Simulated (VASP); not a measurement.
Set up this calculation in VASP 6.6.1, as the native input.

```yaml
Task: single point
Functional: LDA
Potentials_or_basis: VASP PAW LDA potentials, release 64 (Al)
Cutoff: 500 eV
k_mesh: 18 × 18 × 18
Occupations: gaussian, width 0.1 eV
Spin: no spin polarisation
Dipole_correction: no
Further_INCAR_settings: ALGO = Normal; EDIFF = 1e-06; NBANDS = 8
```

The structure of Al lies in POSCAR:

```
Al
1.0
    0.0000000000      1.9917798322      1.9917798322
    1.9917798322      0.0000000000      1.9917798322
    1.9917798322      1.9917798322      0.0000000000
Al
1
Direct
    0.0000000000      0.0000000000      0.0000000000
```

One way to write it, as run:

INCAR

```
SYSTEM = Al
PREC     = Accurate       ! precision mode
ENCUT    = 500            ! plane-wave cutoff, eV
EDIFF    = 1E-6           ! SCF threshold, eV
ISMEAR   = 0              ! smearing method
SIGMA    = 0.1            ! smearing width, eV
LREAL    = .FALSE.        ! projectors in reciprocal space
LASPH    = .TRUE.         ! aspherical terms in the spheres
NELM     = 120            ! most SCF steps
ALGO     = Normal         ! electronic algorithm
ISIF     = 2              ! what is computed and relaxed
LWAVE    = .FALSE.        ! write WAVECAR
LCHARG   = .FALSE.        ! write CHGCAR
GGA      = CA             ! functional
NBANDS   = 8              ! bands
GGA_COMPAT= .FALSE.
```

KPOINTS

```
regular mesh
0
G
  18 18 18
  0 0 0
```

Potentials or basis: VASP PAW LDA potentials, release 64 (Al).

Command:

```bash
$ cat potpaw_LDA.64/Al/POTCAR > POTCAR
$ mpirun -np 1 vasp_std > vasp.out
```

It gave:

| Quantity | Value |
| --- | --- |
| Pressure | 0.1 GPa |

Wall time 5.7 s on 1 thread of Intel(R) Xeon(R) 6975P-C (Granite Rapids), with other jobs on the host, peak memory 0.13 GiB.
